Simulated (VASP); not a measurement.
Set up this calculation in VASP 6.6.1, as the native input.

```
Task                   : single point
Functional             : r2SCAN
Potentials or basis    : VASP PAW PBE potentials, release 64 (La, B)
Cutoff                 : 520 eV
k mesh                 : 12 × 12 × 12
Occupations            : fermi-dirac, width 0.025 eV
Spin                   : no spin polarisation
Dipole correction      : no
Further INCAR settings : ALGO = Normal; EDIFF = 1e-06; NBANDS = 24
```

Crystal: LaB6.

```
La B
1.0
     4.15234    0.00000    0.00000
     0.00000    4.15234    0.00000
     0.00000    0.00000    4.15234
La B
1 6
Cartesian
  0.0000 0.0000 0.0000
  0.8308 2.0762 2.0762
  3.3216 2.0762 2.0762
  2.0762 2.0762 0.8308
  2.0762 2.0762 3.3216
  2.0762 0.8308 2.0762
  2.0762 3.3216 2.0762
```

One way to write it, as run:

POSCAR

```
LaB6
1.0
    4.1523441329      0.0000000000      0.0000000000
    0.0000000000      4.1523441329      0.0000000000
    0.0000000000      0.0000000000      4.1523441329
La B
1 6
Direct
    0.0000000000      0.0000000000      0.0000000000
    0.2000751123      0.5000000000      0.5000000000
    0.7999248877      0.5000000000      0.5000000000
    0.5000000000      0.5000000000      0.2000751123
    0.5000000000      0.5000000000      0.7999248877
    0.5000000000      0.2000751123      0.5000000000
    0.5000000000      0.7999248877      0.5000000000
```

INCAR.step1

```
PREC = Accurate
ENCUT = 520
ISMEAR = -1
SIGMA = 0.025
LREAL = F
LASPH = T
NELM = 80
NBANDS = 24
GGA = PE
ALGO = Normal
EDIFF = 1E-4
LWAVE = T
LCHARG = F
```

INCAR.step2

```
PREC = Accurate
ENCUT = 520
EDIFF = 1E-6
ISMEAR = -1
SIGMA = 0.025
LREAL = F
LASPH = T
NELM = 80
ALGO = Normal
ISIF = 2
LWAVE = F
LCHARG = F
METAGGA = R2SCAN
LMIXTAU = T
NBANDS = 24
ISTART = 1
```

KPOINTS

```
Automatic mesh
0
Gamma
  12 12 12
```

Potentials or basis: VASP PAW PBE potentials, release 64 (La, B).

Launch:

```bash
$ cat potpaw_PBE.64/La/POTCAR potpaw_PBE.64/B/POTCAR > POTCAR
$ cp INCAR.step1 INCAR
$ mpirun -np 1 vasp_std > vasp.out
$ cp INCAR.step2 INCAR
$ mpirun -np 1 vasp_std > vasp.out
```

Results of the run:

- Pressure: 0.0 GPa
- Largest force: 0.037 eV/Å
- Band gap on the k mesh: zero (an odd number of electrons rules out a gap without spin polarisation)

Caveat: the PAW data sets were made with another functional, which shifts forces and pressure a little; spin-orbit coupling is left out, which moves the levels of the heavy elements; an odd number of electrons without spin polarisation forces a metal; a magnetic or distorted state may lie lower.

It took 3.6 min on 1 thread of Intel(R) Xeon(R) 6975P-C (Granite Rapids) (shared host), peak memory 0.29 GiB.
